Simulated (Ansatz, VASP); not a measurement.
# MgS in VASP and in Ansatz

```
Mg S
1.0
     3.59403    0.00000    0.00000
    -1.79702    3.11252    0.00000
     0.00000    0.00000    6.14736
Mg S
2 2
Direct
  0.00000 0.00000 0.00000
  0.00000 0.00000 0.50000
  0.33333 0.66667 0.25000
  0.66667 0.33333 0.75000
```

Change from the starting cell: biaxial_xy strain -1.4%.

Alike in both runs: task single point; functional r2SCAN; k mesh 12 × 12 × 4; no spin polarisation.

|  | VASP | Ansatz |
| --- | --- | --- |
| version | VASP 6.6.1 | Ansatz 0.2.0 |
| potentials or method | VASP PAW PBE potentials, release 64 (Mg, S) | plane waves, PAW |
| plane-wave cutoff (eV) | 520 | 500 |
| occupations | gaussian, width 0.01 eV | fixed |
| valence electrons in the cell | 16 | 32 |

```tsv
	VASP	Ansatz	Ansatz less VASP
gap on the k mesh at the Fermi level (eV)	4.01	4.04	+0.023
pressure (GPa)	1.9	2.3	+0.48
traceless stress, the component that is largest in VASP (GPa)	-1.52	-1.47	+0.057
```

VASP's potentials were made for PBE, not for r2SCAN. VASP's potentials hold 16 valence electrons a cell and Ansatz's 32, so a difference there can come from the potentials and not from the codes.
